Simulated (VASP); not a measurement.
Zr3GeMo:

```
CELL_PARAMETERS angstrom
4.62867 0.00000 0.00000
-2.31433 4.00854 0.00000
0.00000 0.00000 5.15095
ATOMIC_POSITIONS crystal
Zr 0.50000 0.00000 0.50000
Zr 0.00000 0.50000 0.50000
Zr 0.50000 0.50000 0.50000
Ge 0.00000 0.00000 0.00000
Mo 0.00000 0.00000 0.50000
```

The cell was built from a structure type or drawn by symmetry, and may not be a known phase.

```yaml
Program: VASP 6.6.1
Task: relaxation of cell and atoms
Functional: PBE
Potentials_or_basis: VASP PAW PBE potentials, release 64 (Zr_sv, Ge_d, Mo_sv)
Cutoff: 600 eV
k_mesh: 6 × 6 × 4
Occupations: gaussian, width 0.1 eV
Spin: no spin polarisation
```

At the start: pressure 72.8 GPa; volume 19.11 Å³/atom.

Problem. Where does the relaxation end?

Solution. Over 10 steps the energy falls by 2369.0 meV/atom and the volume is 27.67 Å³/atom (+44.7 %); space group P6/mmm (No. 191, to 0.1 Å) before and after.

The path:
| step | energy change (eV) | largest force (eV/Å) | pressure (GPa) | volume (Å³) |
| --- | --- | --- | --- | --- |
| 1 | 0.0000 | 0.0000 | 72.80 | 95.57 |
| 2 | -1.8139 | 0.0000 | -14.12 | 251.99 |
| 3 | -11.5119 | 0.0000 | -6.13 | 154.01 |
| 4 | -11.6600 | 0.0000 | -4.15 | 148.82 |
| 5 | -11.6977 | 0.0000 | -2.09 | 144.46 |
| 6 | -11.6966 | 0.0000 | -2.64 | 145.54 |
| 7 | -11.8411 | 0.0000 | -0.26 | 138.66 |
| 8 | -11.8427 | 0.0000 | -0.52 | 139.26 |
| 9 | -11.8440 | 0.0000 | 0.37 | 137.73 |
| 10 | -11.8449 | 0.0000 | 0.00 | 138.33 |

Final structure:
```
Zr Ge Mo
1.0
     5.71773    0.00000    0.00000
    -2.85886    4.95170    0.00000
     0.00000    0.00000    4.88594
Zr Ge Mo
3 1 1
Direct
  0.50000 0.00000 0.50000
  0.00000 0.50000 0.50000
  0.50000 0.50000 0.50000
  0.00000 0.00000 0.00000
  0.00000 0.00000 0.50000
```

Caveat: the volume moved by over 15 % at a fixed basis, so the end points are rough.
